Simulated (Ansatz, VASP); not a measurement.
## TaN in VASP and in Ansatz

```xyz
4
Lattice="3.1098 0.0000 0.0000 -1.5549 2.6932 0.0000 0.0000 0.0000 5.0369" Properties=species:S:1:pos:R:3 pbc="T T T"
Ta    0.0000    1.7955    0.0000
Ta    1.5549    0.8977    2.5184
N     0.0000    1.7955    1.9392
N     1.5549    0.8977    4.4576
```

Change from the starting cell: volume scaled by 1.06, crystal datasets.

Alike in both runs: task electric field gradients; functional LDA; k mesh 9 × 9 × 5; occupations fermi-dirac, width 0.03 eV; no spin polarisation.

|  | VASP | Ansatz |
| --- | --- | --- |
| version | VASP 6.6.1 | Ansatz 0.2.0 |
| potentials or method | VASP PAW LDA potentials, release 64 (Ta_pv, N), cutoff 520 eV | all-electron PAW with datasets made for the crystal, scalar-relativistic |

VASP gave:

| Property | Result |
| --- | --- |
| pressure (GPa) | 84.7 |
| traceless stress, the component that is largest in VASP (GPa) | -12.87 |
| rms of the force components (eV/Å) | 1.206 |
| size of Vzz on the site where it differs most (V/Å²) | 117.8 |

Q: Which values does Ansatz return?

A: Pressure (GPa): 79.7; traceless stress, the component that is largest in VASP (GPa): -12.25; rms of the force components (eV/Å): 1.193; size of Vzz on the site where it differs most (V/Å²): 114.1.

LDA's correlation is that of Perdew and Zunger in VASP and of Perdew and Wang (1992) in Ansatz. Atom by atom the forces differ by 0.013 eV/Å (rms over components). Both programs put the cell under a high pressure, so it lies far from rest at this level. Ansatz ran all-electron here, and VASP with PAW potentials.

Spin-orbit coupling is off throughout. Noted on VASP's run: the cell as given lies far from equilibrium.
